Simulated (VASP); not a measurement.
# PtSe2 in VASP: single point with PBEsol

Aim: the single point of PtSe2 with PBEsol.

Everything below comes from runs of VASP 6.6.1. Logs are shortened: lines on timing, memory, paths and dates and some standing lists are left out, and cuts for length are marked.

## (1) The cell of the first run

The typed cell holds 6 atoms: a = 6.451 Å, b = 12.756 Å, c = 6.450 Å, α = 31.27°, β = 32.10°, γ = 31.27°.

## (2) Single point, PBEsol

Contents of INCAR:

```
SYSTEM = PtSe2
ALGO = Normal
EDIFF = 1E-6
ENCUT = 500
GGA = PS
GGA_COMPAT = .FALSE.
ISIF = 2
ISMEAR = -1
LASPH = .TRUE.
LCHARG = .TRUE.
LELF = .TRUE.
LREAL = .FALSE.
LVHAR = .TRUE.
LWAVE = .FALSE.
NBANDS = 31
NELM = 120
PREC = Accurate
SIGMA = 0.05
```

Contents of KPOINTS:

```
k-points
0
G
  6 4 6
  0 0 0
```

Contents of POSCAR:

```
PtSe2
1.0
    1.7830391361      1.0263233351      6.1136317797
   -3.3482026791      1.9260237003     12.1571438207
   -0.0002635542     -2.0625389432      6.1117440174
Pt Se
2 4
Direct
   -0.0196291295      0.1242493030     -0.1795535034
    0.1061233585      0.4983795800     -0.0538160632
    0.4884204636      0.2551847008      0.3285227887
    0.4415125547      0.0234272628      0.2815488338
    0.4221064926      0.7589048877      0.2621834876
   -0.1842587725      0.6098343101      0.6557741861
```

Potentials or basis: VASP PAW PBE potentials, release 64 (Pt, Se).

Run with:

```bash
> cat potpaw_PBE.64/Pt/POTCAR potpaw_PBE.64/Se/POTCAR > POTCAR
> mpirun -np 1 vasp_std > vasp.out
```

OUTCAR:

```text
SYSTEM = PtSe2
   EDIFF = 1E-6
   ENCUT = 500
   GGA = PS
   ISIF = 2
   ISMEAR = -1
   LASPH = .TRUE.
   LREAL = .FALSE.
   NELM = 120
   PREC = Accurate

 ion  position               nearest neighbor table
   1  0.980  0.124  0.820-   4 2.48   4 2.48   3 2.51   3 2.51   5 2.51   2 2.85   2 2.85
   2  0.106  0.498  0.946-   6 2.42   3 2.44   5 2.44   5 2.44   1 2.85   1 2.85   4 3.03
   3  0.488  0.255  0.329-   2 2.44   1 2.51   1 2.51
   4  0.442  0.023  0.282-   6 2.41   1 2.48   1 2.48   2 3.03
   5  0.422  0.759  0.262-   2 2.44   2 2.44   1 2.51
   6  0.816  0.610  0.656-   4 2.41   2 2.42

  LATTYP: Found a base centered monoclinic cell.
 ALAT       =    24.7185482064
 B/A-ratio  =     0.1442918499
 C/A-ratio  =     0.2397013778
 COS(beta)  =    -0.8696948977

  Lattice vectors:

 A1 = (  10.2622200762,  -3.8619396736,  -5.9752800646)
 A2 = (   8.4789173859,  -6.9508019519,  -5.9771678269)
 A3 = (  -5.1309782610,   2.9622393084,  -0.0682319764)

Analysis of symmetry for initial positions (statically):
=====================================================================
 Subroutine PRICEL returns:
 Original cell was already a primitive cell.

 Routine SETGRP: Setting up the symmetry group for a
 base centered monoclinic supercell.

 Subroutine GETGRP returns: Found  1 space group operations
 (whereof  1 operations were pure point group operations)
 out of a pool of  4 trial point group operations.

The static configuration has the point symmetry C_1 .

Analysis of symmetry for dynamics (positions and initial velocities):
=====================================================================
 Subroutine PRICEL returns:
 Original cell was already a primitive cell.

 Routine SETGRP: Setting up the symmetry group for a
 base centered monoclinic supercell.

 Subroutine GETGRP returns: Found  1 space group operations
 (whereof  1 operations were pure point group operations)
 out of a pool of  4 trial point group operations.

The dynamic configuration has the point symmetry C_1 .

 Subroutine INISYM returns: Found  1 space group operations
 (whereof  1 operations are pure point group operations),
 and found     1 'primitive' translations

----------------------------------------------------------------------------------------

                                     Primitive cell

  volume of cell :     128.9191

  direct lattice vectors                    reciprocal lattice vectors
     1.783039136  1.026323335  6.113631780     0.285806709  0.158705360  0.053570848
    -3.348202679  1.926023700 12.157143821    -0.146465712  0.084542083  0.028524221
    -0.000263554 -2.062538943  6.111744017     0.005446521 -0.326920824  0.053293218

  length of vectors
     6.450508638 12.756025022  6.450386182     0.331274360  0.171502769  0.331280933

  position of ions in fractional coordinates (direct lattice)
     0.980370871  0.124249303  0.820446497
     0.106123358  0.498379580  0.946183937
     0.488420464  0.255184701  0.328522789
     0.441512555  0.023427263  0.281548834
     0.422106493  0.758904888  0.262183488
     0.815741227  0.609834310  0.655774186

  ion indices of the primitive-cell ions
   primitive index   ion index
                 1           1
                 2           2
                 3           3
                 4           4
                 5           5
                 6           6

----------------------------------------------------------------------------------------

 KPOINTS: k-points

Automatic generation of k-mesh.
 Grid dimensions read from file:
 generate k-points for:    6    4    6

 Generating k-lattice:

  Cartesian coordinates                     Fractional coordinates (reciprocal lattice)
     0.047634451  0.026450893  0.008928475     0.166666667 -0.000000000  0.000000000
    -0.036616428  0.021135521  0.007131055     0.000000000  0.250000000  0.000000000
     0.000907754 -0.054486804  0.008882203    -0.000000000  0.000000000  0.166666667

  Length of vectors
     0.055212393  0.042875692  0.055213489

  Shift w.r.t. Gamma in fractional coordinates (k-lattice)
     0.000000000  0.000000000  0.000000000

 Subroutine IBZKPT returns following result:
 ===========================================

 Found     76 irreducible k-points:

 Following reciprocal coordinates:
            Coordinates               Weight
  0.000000  0.000000  0.000000      1.000000
  0.166667  0.000000  0.000000      2.000000
  0.000000 -0.000000 -0.166667      2.000000
  0.333333  0.000000  0.000000      2.000000
  0.000000  0.000000 -0.333333      2.000000
  0.500000  0.000000  0.000000      1.000000
[... 16 lines left out ...]
 -0.000000  0.500000 -0.333333      2.000000
  0.500000  0.500000 -0.000000      1.000000
 [... further k-points ...]
   k-points           NKPTS =     76   k-points in BZ     NKDIM =     76   number of bands    NBANDS=     31
   number of dos      NEDOS =    301   number of ions     NIONS =      6
   total plane-waves  NPLWV = 221184
   dimension x,y,z NGX =    48 NGY =   96 NGZ =   48
   dimension x,y,z NGXF=    96 NGYF=  192 NGZF=   96
   ions per type =               2   4
   NGX,Y,Z   is equivalent  to a cutoff of  12.37, 12.51, 12.37 a.u.
   NGXF,Y,Z  is equivalent  to a cutoff of  24.74, 25.02, 24.74 a.u.
 SYSTEM =  PtSe2
   PREC   = accura    normal or accurate (medium, high low for compatibility)
   ISTART =      0    job   : 0-new  1-cont  2-samecut
   ICHARG =      2    charge: 1-file 2-atom 10-const
   ISPIN  =      1    spin polarized calculation?
   LNONCOLLINEAR =      F non collinear calculations
   LSORBIT =      F    spin-orbit coupling
   LASPH  =      T    aspherical Exc in radial PAW
   ENCUT  =  500.0 eV  36.75 Ry    6.06 a.u.  11.76 23.26 11.76*2*pi/ulx,y,z
   NELM   =    120;   NELMIN=  2; NELMDL= -5     # of ELM steps
   EDIFF  = 0.1E-05   stopping-criterion for ELM
   LREAL  =      F    real-space projection
   EDIFFG = 0.1E-04   stopping-criterion for IOM
   NSW    =      0    number of steps for IOM
   IBRION =     -1    ionic relax: 0-MD 1-quasi-New 2-CG
   NFREE  =      0    steps in history (QN), initial steepest desc. (CG)
   ISIF   =      2    stress and relaxation
   ISYM   =      2    0-nonsym 1-usesym 2-fastsym
   POTIM  = 0.5000    time-step for ionic-motion
   TEBEG  =    0.0;   TEEND  =   0.0 temperature during run
   PSTRESS=    0.0 pullay stress
   NELECT =      44.0000    total number of electrons
   NUPDOWN=      -1.0000    fix difference up-down
   EMIN   =  10.00;   EMAX   =-10.00  energy-range for DOS
   EFERMI =   0.00;   METHOD = LEGACY
   ISMEAR =    -1;   SIGMA  =   0.05  broadening in eV -4-tet -1-fermi 0-gaus
   EFERMI_NEDOS =   21; number of points for ismear=-14 and -15
   IALGO  =     38    algorithm
   IMIX   =      4    mixing-type and parameters
     AMIX     =   0.40;   BMIX     =  1.00
     AMIX_MAG =   1.60;   BMIX_MAG =  1.00
  volume/ion in A,a.u.               =      21.49       145.00
  Fermi-wavevector in a.u.,A,eV,Ry     =   1.144072  2.161982 17.808670  1.308900
  Thomas-Fermi vector in A             =   2.280765
   LORBIT       =      0    0 simple, 1 ext, 2 COOP (PROOUT), +10 PAW based schemes
   GGA     = PS    functional components
   LHFCALC =     F    Hartree Fock is set to
   AEXX    =    0.0000 exact exchange contribution
   IVDW    =     0    specifies the selected vdW correction
   LEPSILON=     F    determine dielectric tensor
   LRPA    =     F    only Hartree local field effects (RPA)
 non-spin polarized calculation
  energy-cutoff  :      500.00
  volume of cell :      128.92
 maximum number of plane-waves:      3310
   NGX = 23   NGY = 47   NGZ = 23

 number of electron      44.0000000 magnetization

 Free energy of the ion-electron system (eV)
  ---------------------------------------------------
  ext. energy  EPLUGINS =         0.00000000
  ---------------------------------------------------
  free energy    TOTEN  =       -30.62695266 eV

  energy without entropy =      -30.60871863  energy(sigma->0) =      -30.61783565

 E-fermi :   5.6119     XC(G=0): -10.4916

 val. band max:        5.5870596012   @ k =   0.1667   0.2500   0.1667
 cond. band min:       5.6501568376   @ k =   0.3333   0.5000   0.3333
 fundamental gap:      0.0630972365
 Fermi energy:         5.6119144403

 k-point     1 :       0.0000    0.0000    0.0000
  band No.  band energies     occupation
      1     -10.0158      2.00000
      2      -8.5658      2.00000
      3      -8.1144      2.00000
      4      -6.9344      2.00000
      5      -1.8312      2.00000
      6      -1.0429      2.00000
[... 23 lines left out ...]
     30      11.1386      0.00000
     31      13.0278      0.00000

 k-point     2 :       0.1667    0.0000    0.0000
  band No.  band energies     occupation
      1      -9.7480      2.00000
      2      -8.5120      2.00000
      3      -8.1630      2.00000
      4      -6.8542      2.00000
      5      -1.4865      2.00000
      6      -0.9681      2.00000
[... 23 lines left out ...]
     30      12.1507      0.00000
     31      12.7965      0.00000

 k-point     3 :       0.0000   -0.0000   -0.1667
  band No.  band energies     occupation
      1      -9.7480      2.00000
      2      -8.5120      2.00000
      3      -8.1630      2.00000
      4      -6.8542      2.00000
      5      -1.4865      2.00000
      6      -0.9681      2.00000
[... 23 lines left out ...]
     30      12.1507      0.00000
     31      12.7965      0.00000

 k-point     4 :       0.3333    0.0000    0.0000
  band No.  band energies     occupation
      1      -9.1751      2.00000
      2      -8.3804      2.00000
      3      -8.1639      2.00000
      4      -6.7616      2.00000
      5      -1.2203      2.00000
      6      -1.1467      2.00000
[... 23 lines left out ...]
     30      11.9967      0.00000
     31      12.7220      0.00000

 k-point     5 :       0.0000    0.0000   -0.3333
  band No.  band energies     occupation
      1      -9.1751      2.00000
      2      -8.3804      2.00000
      3      -8.1639      2.00000
      4      -6.7616      2.00000
      5      -1.2202      2.00000
      6      -1.1467      2.00000
[... 23 lines left out ...]
     30      11.9966      0.00000
     31      12.7222      0.00000
[... 542 lines left out ...]
     30      12.2313      0.00000
     31      12.9567      0.00000

 k-point    22 :       0.3333    0.5000    0.0000
  band No.  band energies     occupation
      1      -9.2662      2.00000
      2      -8.4292      2.00000
      3      -8.0579      2.00000
      4      -6.6356      2.00000
      5      -1.2360      2.00000
      6      -0.9803      2.00000
[... 23 lines left out ...]
     30      12.2824      0.00000
     31      12.4820      0.00000

 k-point    23 :      -0.0000    0.5000   -0.3333
  band No.  band energies     occupation
      1      -9.2662      2.00000
      2      -8.4292      2.00000
      3      -8.0579      2.00000
      4      -6.6356      2.00000
      5      -1.2360      2.00000
      6      -0.9803      2.00000
[... 23 lines left out ...]
     30      12.2823      0.00000
     31      12.4820      0.00000

 k-point    24 :       0.5000    0.5000   -0.0000
  band No.  band energies     occupation
      1      -9.0588      2.00000
      2      -8.1861      2.00000
      3      -8.1556      2.00000
      4      -6.4427      2.00000
      5      -1.4794      2.00000
      6      -0.9682      2.00000
[... 23 lines left out ...]
     30      11.8302      0.00000
     31      12.1159      0.00000

 [... further k-points ...]
[... 5 lines left out ...]
  --------------------------------------------------------------------------------------
  -------------------------------------------------------------------------------------
  Total        0.0743616      0.0640930      0.1129658     -0.0094824     -0.0012072      0.0016743
  in kB        0.9241487      0.7965336      1.4039132     -0.1178452     -0.0150031      0.0208083
  external PRESSURE =       1.0415318 kB  Pullay stress =       0.0000000 kB

 VOLUME and BASIS-vectors are now :
 -----------------------------------------------------------------------------
  energy-cutoff  :      500.00
  volume of cell :      128.92
      direct lattice vectors                 reciprocal lattice vectors
     1.783039136  1.026323335  6.113631780     0.285806709  0.158705360  0.053570848
    -3.348202679  1.926023700 12.157143821    -0.146465712  0.084542083  0.028524221
    -0.000263554 -2.062538943  6.111744017     0.005446521 -0.326920824  0.053293218

 POSITION                                       TOTAL-FORCE (eV/Angst)
 -----------------------------------------------------------------------------------
      1.33181     -0.44672     12.51850        -0.005083      0.003071     -0.002969
     -1.47970     -0.88273     12.49051         0.008562     -0.005042     -0.009022
      0.01638      0.31518      8.09619         0.005797     -0.003334      0.024005
      0.70872     -0.08245      4.70481        -0.019582      0.011222     -0.008845
     -1.78840      1.35412     13.40912        -0.007366      0.004299      0.013463
     -0.58752      0.65921     16.40891         0.017672     -0.010217     -0.016633
 -----------------------------------------------------------------------------------
    total drift:                               -0.000102      0.000048      0.000084

  FREE ENERGIE OF THE ION-ELECTRON SYSTEM (eV)
  ---------------------------------------------------
  free  energy   TOTEN  =       -30.6269526589 eV

  energy  without entropy=      -30.6087186313  energy(sigma->0) =      -30.61783565
```

Wall time 8.6 min (1 thread of Intel Xeon Platinum 8488C (Sapphire Rapids), shared host); peak memory 0.62 GiB.

What came out:

```
Free energy            : -30.6270 eV
Pressure               : 0.1 GPa
Largest force          : 0.026 eV/Å
Band gap on the k mesh : zero (bands 22 and 23 overlap by 0.69 eV)
```

Forces in eV/Å, atoms in the order of the input:
```
Pt  -0.005  0.003 -0.003
Pt   0.009 -0.005 -0.009
Se   0.006 -0.003  0.024
Se  -0.020  0.011 -0.009
Se  -0.007  0.004  0.013
Se   0.018 -0.010 -0.017
```

Caveat: the PAW data sets were made with another functional, which shifts forces and pressure a little; spin-orbit coupling is left out, which moves the levels of the heavy elements.
